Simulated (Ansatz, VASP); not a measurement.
Two plane-wave programs on SrZr2O3

```
Sr Zr O
1.0
     2.56256   -3.59420    0.00000
     2.56256    3.59420    0.00000
     0.00000    0.00000    6.06097
Sr Zr O
1 2 3
Direct
  0.50000 0.50000 0.50000
  0.00000 0.00000 0.77181
  0.00000 0.00000 0.22819
  0.83379 0.16621 0.50000
  0.16621 0.83379 0.50000
  0.50000 0.50000 0.00000
```

Alike in both runs: functional PBE; k mesh 3 × 3 × 2; occupations gaussian, width 0.15 eV; no spin polarisation.

Ansatz relaxed the structure, and its values are those at the end. VASP's run is a single point on that final structure, the one shown.

|  | VASP | Ansatz |
| --- | --- | --- |
| version | VASP 6.6.1 | Ansatz 0.2.0 |
| potentials or method | VASP PAW PBE potentials, release 64 (Sr_sv, Zr_sv, O), cutoff 600 eV | scalar-relativistic, plane waves, PAW |
| valence electrons in the cell | 52 | 52 |

VASP gave:

| Item | Value |
| --- | --- |
| gap on the k mesh at the Fermi level (eV) | none |
| pressure (GPa) | 0.5 |
| rms of the force components (eV/Å) | 0.043 |

Which values does Ansatz return?

gap on the k mesh at the Fermi level (eV): none; pressure (GPa): 0.3; rms of the force components (eV/Å): 0.029.

A gap of «none» marks a metal or a gap that the smearing closes.

The k mesh is coarse, so the values compare programs but aren't converged.
